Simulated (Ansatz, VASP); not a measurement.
I in VASP and in Ansatz

```xyz
2
Lattice="4.5892 -2.1839 0.0142 4.5892 2.1839 0.0142 -3.9212 0.0000 5.4013" Properties=species:S:1:pos:R:3 pbc="T T T"
I     4.7675    0.0000    1.4094
I     0.4896    0.0000    4.0204
```

Alike in both runs: functional PBE; k mesh 10 × 10 × 8; occupations gaussian, width 0.01 eV; no spin polarisation.

Ansatz relaxed the structure, and its values are those at the end. VASP's run is a single point on that final structure, the one shown.

|  | VASP | Ansatz |
| --- | --- | --- |
| version | VASP 6.6.1 | Ansatz 0.2.0 |
| potentials or method | VASP PAW PBE potentials, release 64 (I), cutoff 520 eV | scalar-relativistic, plane waves, PAW |
| valence electrons in the cell | 14 | 34 |

```tsv
	VASP	Ansatz	Ansatz less VASP
gap on the k mesh at the Fermi level (eV)	0.03	0.03	0.000
least direct gap on the mesh (eV)	0.04	0.03	-0.008
pressure (GPa)	0.0	0.0	+0.03
rms of the force components (eV/Å)	0.009	0.000	-0.0088
```

VASP's potentials hold 14 valence electrons a cell and Ansatz's 34, so a difference there can come from the potentials and not from the codes.

Neither program's run includes spin-orbit coupling.
